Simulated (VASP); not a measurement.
# Al2C3 (P-3m1) in VASP: a series of runs, part 3 of 3

VASP 6.6.1.

## Step 5: Single point, PBE

INCAR reads:

```
SYSTEM = Al2C3
PREC = Accurate ; ENCUT = 520
EDIFF = 1E-6 ; ISMEAR = 0
SIGMA = 0.1 ; LREAL = .FALSE.
LASPH = .TRUE. ; NELM = 100
ALGO = Normal ; ISIF = 2
LWAVE = .FALSE. ; LCHARG = .FALSE.
GGA = PE ; NBANDS = 17
```

KPOINTS reads:

```
Automatic mesh
0
G
  18 18 6
  0 0 0
```

POSCAR reads:

```
Al2C3
1.0
    2.8650552747      0.0000000000      0.0000000000
   -1.4325276374      2.4812106512      0.0000000000
    0.0000000000      0.0000000000      6.0970511474
Al C
2 3
Direct
    0.3333333333      0.6666666667      0.1740130827
    0.6666666667      0.3333333333      0.8259869173
    0.0000000000      0.0000000000      0.0000000000
    0.3333333333      0.6666666667      0.5472805090
    0.6666666667      0.3333333333      0.4527194910
```

On the command line:

```console
> cat potpaw_PBE.64/Al/POTCAR potpaw_PBE.64/C/POTCAR > POTCAR
> mpirun -np 1 vasp_std > vasp.out
```

Run time: 99 s. Hardware: 1 thread of AMD EPYC 9R14 (Zen 4), shared host; peak memory 0.23 GiB.

It converged, with:

```
Free energy            : -31.9183 eV
Pressure               : 0.0 GPa
Largest force          : 0.008 eV/Å
Band gap on the k mesh : zero (bands 9 and 10 overlap by 0.65 eV)
```

Forces on the atoms (eV/Å):
```
Al   0.000  0.000 -0.008
Al   0.000  0.000  0.008
C    0.000  0.000  0.000
C    0.000  0.000  0.002
C    0.000  0.000 -0.002
```

Stress tensor (GPa, compression positive):
```
 0.14  0.00  0.00
 0.00  0.14  0.00
 0.00  0.00 -0.25
```

Levels at points of the mesh, in eV from the Fermi level:
| k point | band 7 | band 8 | band 9 | band 10 | band 11 | band 12 |
| --- | --- | --- | --- | --- | --- | --- |
| (0.00, 0.00, 0.00) | -2.85 | -0.55 | -0.55 | 0.82 | 2.58 | 2.58 |
| (0.50, 0.00, 0.00) | -6.51 | -2.48 | -2.46 | 0.29 | 2.93 | 3.28 |
| (0.00, 0.00, 0.50) | -0.50 | -0.50 | 0.42 | 0.82 | 2.46 | 2.46 |
| (0.50, 0.00, 0.50) | -4.87 | -4.74 | -2.56 | -0.23 | 0.72 | 4.50 |

## Step 6: Relaxation of cell and atoms, PBE

INCAR reads:

```
PREC     = Accurate       # precision mode
ENCUT    = 600            # plane-wave cutoff, eV
EDIFF    = 1E-6           # SCF threshold, eV
ISMEAR   = 0              # smearing method
SIGMA    = 0.1            # smearing width, eV
LREAL    = False          # projectors in reciprocal space
LASPH    = True           # aspherical terms in the spheres
NELM     = 100            # most SCF steps
ALGO     = Normal         # electronic algorithm
ISIF     = 3              # what is computed and relaxed
LWAVE    = False          # write WAVECAR
LCHARG   = False          # write CHGCAR
GGA      = PE             # functional
IBRION   = 2              # ionic algorithm
NSW      = 100            # ionic steps
EDIFFG   = -0.01          # ionic threshold
```

KPOINTS reads:

```
regular mesh
0
Gamma
  18 18 6
```

POSCAR reads:

```
Al2C3
1.0
    2.8654866648      0.0000000000      0.0000000000
   -1.4327433324      2.4815842459      0.0000000000
    0.0000000000      0.0000000000      6.0962102223
Al C
2 3
Direct
    0.3333333333      0.6666666667      0.1739611581
    0.6666666667      0.3333333333      0.8260388419
    0.0000000000      0.0000000000      0.0000000000
    0.3333333333      0.6666666667      0.5471836630
    0.6666666667      0.3333333333      0.4528163370
```

Potentials or basis: VASP PAW PBE potentials, release 64 (Al, C).

On the command line:

```console
> cat potpaw_PBE.64/Al/POTCAR potpaw_PBE.64/C/POTCAR > POTCAR
> mpirun -np 1 vasp_std > vasp.out
```

Wall time 2.2 min (1 thread of AMD EPYC 9R14 (Zen 4), shared host); peak memory 0.23 GiB.

The run converged. Its results:

| Item | Value |
| --- | --- |
| Free energy | -31.9212 eV |
| Relaxed volume | 8.66 Å³/atom |
| Relaxed cell | a = 2.865 Å, b = 2.865 Å, c = 6.093 Å, α = 90.00°, β = 90.00°, γ = 120.00° |
| Space group after relaxing (to 0.1 Å) | P-3m1 (No. 164) |
| Energy gained by relaxing | 0.0 meV/atom |
| Ionic steps | 3 |
| Pressure after relaxing | 0.1 GPa |
| Largest force after relaxing | 0.010 eV/Å |
| Band gap on the k mesh | zero (bands 9 and 10 overlap by 0.65 eV) |

Forces on the atoms (eV/Å):
```
Al   0.000  0.000  0.010
Al   0.000  0.000 -0.010
C    0.000  0.000  0.000
C    0.000  0.000  0.003
C    0.000  0.000 -0.003
```

Stress tensor (GPa, compression positive):
```
 0.10  0.00  0.00
 0.00  0.10  0.00
 0.00  0.00 -0.03
```

Final structure:
```
Al C
1.0
     2.86487    0.00000    0.00000
    -1.43244    2.48105    0.00000
     0.00000    0.00000    6.09272
Al C
2 3
Direct
  0.33333 0.66667 0.17397
  0.66667 0.33333 0.82603
  0.00000 0.00000 0.00000
  0.33333 0.66667 0.54730
  0.66667 0.33333 0.45270
```

Levels at points of the mesh, in eV from the Fermi level:
```
           k point  band 7  band 8  band 9  band 10  band 11  band 12
(0.00, 0.00, 0.00)   -2.85   -0.56   -0.56     0.81     2.57     2.57
(0.50, 0.00, 0.00)   -6.52   -2.50   -2.47     0.28     2.93     3.29
(0.00, 0.00, 0.50)   -0.52   -0.52    0.42     0.81     2.45     2.45
(0.50, 0.00, 0.50)   -4.87   -4.75   -2.58    -0.23     0.71     4.49
```

## Step 7: Summary

```csv
task,cell,k mesh,cutoff (eV),gap on the mesh (eV),pressure (GPa),relaxed volume (Å³/atom),largest force (eV/Å)
single point,"a = 2.865, b = 2.865, c = 6.096 Å, angles 90.0, 90.0, 120.0°, 5 atoms, atomic positions A",6 × 6 × 4,520,none,0.0,-,0.01
single point,"a = 3.646, b = 3.646, c = 4.402 Å, angles 90.0, 90.0, 120.0°, 5 atoms, atomic positions B",6 × 6 × 4,520,none,-2.4,-,3.02
relaxation of cell and atoms,"relaxed from a = 3.646, b = 3.646, c = 4.402 Å, angles 90.0, 90.0, 120.0°, 5 atoms, atomic positions B",6 × 6 × 4,600,none,0.0,8.62,0.04
single point,"a = 2.865, b = 2.865, c = 6.097 Å, angles 90.0, 90.0, 120.0°, 5 atoms, atomic positions A",18 × 18 × 6,520,none,0.0,-,0.01
relaxation of cell and atoms,"relaxed from a = 2.865, b = 2.865, c = 6.096 Å, angles 90.0, 90.0, 120.0°, 5 atoms, atomic positions A",18 × 18 × 6,600,none,0.1,8.66,0.01
```

Alike in all rows: level PBE; potentials or basis VASP PAW PBE potentials, release 64 (Al, C); no spin polarisation; smearing gaussian 0.1 eV.

Caveats: some runs use coarse meshes; forces of over 1 eV/Å act on the atoms, so gaps and moduli don't describe the material at rest (at least some runs); a cell axis changed by over 15 % at a fixed basis, so the end point is rough (at least some runs).

Total energies depend on the potentials used, so only differences within one code and one set of settings carry meaning.
